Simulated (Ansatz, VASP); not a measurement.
One calculation of Ba3SbP, two programs

The input POSCAR:

```
Ba3SbP
1.0
    6.1131770000      0.0000000000      0.0000000000
    0.0000000000      6.1131770000      0.0000000000
    0.0000000000      0.0000000000      6.1131770000
Ba Sb P
3 1 1
Direct
    0.0000000000      0.5000000000      0.5000000000
    0.5000000000      0.0000000000      0.5000000000
    0.5000000000      0.5000000000      0.0000000000
    0.0000000000      0.0000000000      0.0000000000
    0.5000000000      0.5000000000      0.5000000000
```

File INCAR.step1:

```
SYSTEM = Ba3SbP
  ALGO = Normal
  EDIFF = 1E-5
  ENCUT = 550
  GGA = PE
  GGA_COMPAT = .FALSE.
  ISMEAR = -1
  LASPH = .TRUE.
  LCHARG = .FALSE.
  LREAL = .FALSE.
  LWAVE = .TRUE.
  NBANDS = 33
  NELM = 120
  PREC = Accurate
  SIGMA = 0.1
```

The input INCAR.step2:

```
SYSTEM = Ba3SbP
  ALGO = Normal
  EDIFF = 1E-6
  ENCUT = 550
  GGA_COMPAT = .FALSE.
  ISIF = 2
  ISMEAR = -1
  ISTART = 1
  LASPH = .TRUE.
  LCHARG = .FALSE.
  LMIXTAU = .TRUE.
  LREAL = .FALSE.
  LWAVE = .FALSE.
  METAGGA = R2SCAN
  NBANDS = 33
  NELM = 120
  PREC = Accurate
  SIGMA = 0.1
```

KPOINTS

```
k-points
0
G
  1 1 1
  0 0 0
```

Input for Ansatz:

```yaml
crystal:
  lattice:
    - [6.113177, 0.0, 0.0]
    - [0.0, 6.113177, 0.0]
    - [0.0, 0.0, 6.113177]
  atoms:
    - { symbol: Ba, position: [0.0, 0.5, 0.5] }
    - { symbol: Ba, position: [0.5, 0.0, 0.5] }
    - { symbol: Ba, position: [0.5, 0.5, 0.0] }
    - { symbol: Sb, position: [0.0, 0.0, 0.0] }
    - { symbol: P, position: [0.5, 0.5, 0.5] }
basis:
  ecutwfc: 500
kpoints:
  mp_grid: { grid: [1, 1, 1] }
hamiltonian:
  xc: r2scan
scf:
  occupations: { method: fermi_dirac }
  max_iter: 30
  convergence: { dr2_threshold: "1e-4 eV" }
output:
  forces: true
  stress: true
  eigenvalues: true
```

Alike in both runs: task single point; functional r2SCAN; k mesh 1 × 1 × 1; no spin polarisation.

|  | VASP | Ansatz |
| --- | --- | --- |
| version | VASP 6.6.1 | Ansatz 0.2.0 |
| potentials or method | VASP PAW PBE potentials, release 64 (Ba_sv, Sb_d_GW, P), cutoff 550 eV | scalar-relativistic, plane waves, PAW |
| occupations | fermi-dirac, width 0.1 eV | fermi-dirac |
| valence electrons in the cell | 50 | 50 |

|  | VASP | Ansatz | Ansatz less VASP |
| --- | --- | --- | --- |
| gap on the k mesh at the Fermi level (eV) | 0.31 | 0.37 | +0.057 |
| least direct gap on the mesh (eV) | 0.31 | 0.37 | +0.057 |
| pressure (GPa) | 9.0 | 7.9 | -1.08 |

VASP's potentials were made for PBE, not for r2SCAN. Ansatz's warnings: force scf threshold loose, published levels not confirmed, stress scf threshold loose.

The k mesh is coarse, so the values compare programs but aren't converged. Neither program's run includes spin-orbit coupling.
